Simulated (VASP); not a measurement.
Wanted: the native input for a VASP 6.6.1 run.

```yaml
Task: single point
Functional: PBEsol
Potentials_or_basis: VASP PAW PBE potentials, release 64 (Ge_d)
Cutoff: 520 eV
k_mesh: 12 × 12 × 8
Occupations: gaussian, width 0.15 eV
Spin: no spin polarisation
Dipole_correction: no
Further_INCAR_settings: ALGO = Normal; EDIFF = 1e-07; NBANDS = 36
```

The structure of Ge lies in POSCAR:

```
Ge
1.0
    0.0000000000     -2.8378616867     -2.8378616867
    0.0000000000      2.8378616867     -2.8378616867
    5.6757233734      0.0000000000      0.0000000000
Ge
4
Direct
    0.5582701633      0.4942346680      0.0000000000
   -0.0582701633      0.0057653320      0.5000000000
    0.0582701633      0.5057653320      0.2500000000
    0.4417298367     -0.0057653320      0.7500000000
```

This cell differs from its parent crystal: atoms displaced along a vibrational mode.

These files were run (other wordings do the same):

INCAR

```
SYSTEM = Ge
  PREC = Accurate
  ENCUT = 520
  EDIFF = 1E-7
  ISMEAR = 0
  SIGMA = 0.15
  LREAL = .FALSE.
  LASPH = .TRUE.
  NELM = 100
  ALGO = Normal
  ISIF = 2
  LWAVE = .FALSE.
  LCHARG = .FALSE.
  GGA = PS
  NBANDS = 36
```

KPOINTS

```
regular mesh
0
G
  12 12 8
  0 0 0
```

Potentials or basis: VASP PAW PBE potentials, release 64 (Ge_d).

Command:

```bash
$ cat potpaw_PBE.64/Ge_d/POTCAR > POTCAR
$ mpirun -np 1 vasp_std > vasp.out
```

Results of the run:

```yaml
Pressure: -0.9 GPa
Largest_force: 0.547 eV/Å
Band_gap_on_the_k_mesh: zero (bands 28 and 29 overlap by 0.25 eV)
```

Caveat: the cell differs from its parent crystal (atoms displaced along a vibrational mode); semilocal functionals underestimate gaps, so a narrow gap can read as zero; the PAW data sets were made with another functional, which shifts forces and pressure a little.

Wall time 12 min on 1 thread of Intel Xeon 8259CL (shared host), peak memory 0.6 GiB.
